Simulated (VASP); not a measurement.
A run of VASP 6.6.1:

File INCAR:

```
  PREC = Accurate
  ENCUT = 600
  EDIFF = 1E-6
  ISMEAR = -1
  SIGMA = 0.03
  LREAL = F
  LASPH = T
  NELM = 60
  ALGO = Normal
  ISIF = 3
  LWAVE = F
  LCHARG = F
  GGA = PS
  IBRION = 2
  NSW = 100
  EDIFFG = -0.01
```

KPOINTS

```
regular mesh
0
Gamma
  4 4 4
```

The input POSCAR:

```
ZnSe
1.0
    5.6648850800      0.0000000000      0.0000000000
    0.0000000000      5.6648850800      0.0000000000
    0.0000000000      0.0000000000      5.6648850800
Zn Se
4 4
Direct
    0.8630876900      0.6369123100      0.3630876900
    0.6369123100      0.3630876900      0.8630876900
    0.3630876900      0.8630876900      0.6369123100
    0.1369123100      0.1369123100      0.1369123100
    0.1586982700      0.3413017300      0.6586982700
    0.3413017300      0.6586982700      0.1586982700
    0.6586982700      0.1586982700      0.3413017300
    0.8413017300      0.8413017300      0.8413017300
```

Potentials or basis: VASP PAW PBE potentials, release 64 (Zn, Se).

Launch:

```console
$ cat potpaw_PBE.64/Zn/POTCAR potpaw_PBE.64/Se/POTCAR > POTCAR
$ mpirun -np 1 vasp_std > vasp.out
```

Hardware: 1 thread of Intel Xeon 8259CL, on a shared host.

Task: Estimate the wall time of this run.

Result: Wall time 89 min on 1 thread of Intel Xeon 8259CL, on a shared host, peak memory 0.4 GiB. Counts: scf iterations 395, k points 11, ion steps 47.
